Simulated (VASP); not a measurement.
Here is a VASP 6.6.1 calculation.

The input INCAR:

```
ALGO = Normal ; EDIFF = 1E-6
ENCUT = 520 ; GGA = PS
ISIF = 2 ; ISMEAR = -1
LASPH = T ; LCHARG = F
LREAL = F ; LWAVE = F
NBANDS = 30 ; NELM = 100
PREC = Accurate ; SIGMA = 0.03
```

File KPOINTS:

```
k-points
0
Gamma
  4 4 4
```

POSCAR

```
LiSiI5
1.0
   -2.3575092703      4.8339569747      5.9407750623
    2.3575092703     -4.8339569747      5.9407750623
    2.3575092703      4.8339569747     -5.9407750623
Li Si I
1 1 5
Direct
    0.5000000000      0.5000000000      0.0000000000
    0.0000000000      0.0000000000      0.0000000000
    0.8135867547      0.5000000000      0.3135867547
    0.1864132453      0.5000000000      0.6864132453
    0.2100774586      0.2100774586      0.0000000000
    0.7899225414      0.7899225414      0.0000000000
    0.5000000000      0.0000000000      0.5000000000
```

Potentials or basis: VASP PAW PBE potentials, release 64 (Li_sv, Si, I).

Launch:

```console
$ cat potpaw_PBE.64/Li_sv/POTCAR potpaw_PBE.64/Si/POTCAR potpaw_PBE.64/I/POTCAR > POTCAR
$ mpirun -np 1 vasp_std > vasp.out
```

Q: Estimate the largest force.

A: 0.015 eV/Å.

Q: What does it give for the band gap on the k mesh?

A: 0.02 eV.

Forces in eV/Å, atoms in the order of the input:
```
Li   0.000  0.000  0.000
Si   0.000  0.000  0.000
I    0.000  0.000  0.000
I    0.000  0.000  0.000
I    0.000  0.000  0.015
I    0.000  0.000 -0.015
I    0.000  0.000  0.000
```

Caveat: the smearing spreads over this small gap; semilocal functionals underestimate gaps, and a narrow one can read as zero; the PAW data sets were made with another functional, which shifts forces and pressure a little; spin-orbit coupling is left out, which moves the levels of the heavy elements. A k mesh can miss the band edges.
